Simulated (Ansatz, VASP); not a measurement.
# One calculation of Au, two programs

INCAR

```
PREC = Accurate
ENCUT = 520
EDIFF = 1E-6
ISMEAR = -1
SIGMA = 0.05
LREAL = False
LASPH = True
NELM = 150
ALGO = Normal
ISIF = 2
LWAVE = False
LCHARG = False
MAGMOM = 0 0 0
LORBIT = 11
LSORBIT = True
GGA_COMPAT = False
LORBMOM = True
LMAXMIX = 4
GGA = CA
NBANDS = 22
```

KPOINTS

```
regular mesh
0
Gamma
  11 11 11
```

The input POSCAR:

```
Au
1.0
    0.0000000000      2.0350000000      2.0350000000
    2.0350000000      0.0000000000      2.0350000000
    2.0350000000      2.0350000000      0.0000000000
Au
1
Direct
    0.0000000000      0.0000000000      0.0000000000
```

input.yaml

```yaml
crystal:
  lattice:
    - [0.0, 2.035, 2.035]
    - [2.035, 0.0, 2.035]
    - [2.035, 2.035, 0.0]
  atoms:
    - { symbol: Au, position: [0.0, 0.0, 0.0] }
hamiltonian:
  xc: lda
  pseudopotentials: { kind: paw_fr }
magnetization:
  noncollinear: true
  spin_orbit: true
kpoints:
  mp_grid: { grid: [11, 11, 11] }
scf:
  occupations: { method: fermi_dirac, width: 0.05 }
output:
  forces: true
  stress: true
  eigenvalues: true
```

Alike in both runs: task single point; functional LDA; k mesh 11 × 11 × 11; occupations fermi-dirac, width 0.05 eV; non-collinear spin, spin-orbit coupling.

|  | VASP | Ansatz |
| --- | --- | --- |
| version | VASP 6.6.1 | Ansatz 0.2.0 |
| potentials or method | VASP PAW LDA potentials, release 64 (Au) | Ansatz PAW |
| plane-wave cutoff (eV) | 520 | 420 |
| valence electrons in the cell | 11 | 19 |

Ansatz gave:

| Item | Value |
| --- | --- |
| pressure (GPa) | -4.5 |
| net moment per atom (μB) | 0.00 |

Task: What did VASP give for the same quantities?

Result: Pressure (GPa): -3.8; net moment per atom (μB): 0.00.

LDA's correlation is that of Perdew and Zunger in VASP and of Perdew and Wang (1992) in Ansatz. VASP's potentials hold 11 valence electrons a cell and Ansatz's 19, so a difference there can come from the potentials and not from the codes.
